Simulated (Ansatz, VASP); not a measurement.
**One calculation of La, two programs**

```
La
1.0
     3.02594    0.00000    0.00000
     0.00000    3.02594    0.00000
     0.00000    0.00000    3.02594
La
1
Direct
  0.00000 0.00000 0.00000
```

Change from the starting cell: volume scaled by 0.75, LAPW.

Alike in both runs: task single point; functional PBE; k mesh 12 × 12 × 12; occupations fermi-dirac, width 0.08 eV; no spin polarisation.

|  | VASP | Ansatz |
| --- | --- | --- |
| version | VASP 6.6.1 | Ansatz 0.2.0 |
| potentials or method | VASP PAW PBE potentials, release 64 (La), cutoff 500 eV | all-electron LAPW, scalar-relativistic |

```tsv
	VASP	Ansatz	Ansatz less VASP
pressure (GPa)	11.1	11.1	-0.02
```

Ansatz ran all-electron here, and VASP with PAW potentials.

Spin-orbit coupling is off throughout.
